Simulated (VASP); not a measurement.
A run of VASP 6.6.1 is set up as follows.

Contents of INCAR:

```
SYSTEM = CuI3
PREC = Accurate
ENCUT = 520
EDIFF = 1E-7
ISMEAR = 0
SIGMA = 0.05
LREAL = .False.
LASPH = .True.
NELM = 150
ALGO = Normal
ISIF = 2
LWAVE = .False.
LCHARG = .False.
ISPIN = 2
MAGMOM = 0 0 0 0
LORBIT = 11
LMAXMIX = 4
LDAU = .True.
LDAUTYPE = 2
LDAUL = 2 -1
LDAUU = 4 0
LDAUJ = 0 0
LDAUPRINT = 1
GGA = PE
NBANDS = 28
```

KPOINTS

```
regular mesh
0
Gamma
  6 6 6
  0 0 0
```

Contents of POSCAR:

```
CuI3
1.0
    5.5369531545      0.0000000000      0.0000000000
    0.0000000000      5.5369531545      0.0000000000
    0.0000000000      0.0000000000      5.5369531545
Cu I
1 3
Direct
    0.0000000000      0.0000000000      0.0000000000
    0.5000000000      0.0000000000      0.0000000000
    0.0000000000      0.0000000000      0.5000000000
    0.0000000000      0.5000000000      0.0000000000
```

Potentials or basis: VASP PAW PBE potentials, release 64 (Cu, I).

Launch:

```sh
$ cat potpaw_PBE.64/Cu/POTCAR potpaw_PBE.64/I/POTCAR > POTCAR
$ mpirun -np 1 vasp_std > vasp.out
```

Predict the net moment.

0.00 μB per cell.

What does it give for the pressure?

-1.0 GPa.

What does it give for the band gap on the k mesh?

Zero (filled and empty bands overlap).

Eigenvalues of the final occupation matrices:
```csv
site,spin,trace,eigenvalues
site 1 d,1,4.67,0.90 0.90 0.96 0.96 0.96
site 1 d,2,4.67,0.90 0.90 0.96 0.96 0.96
```

Caveat: spin-orbit coupling is left out, which moves the levels of the heavy elements.
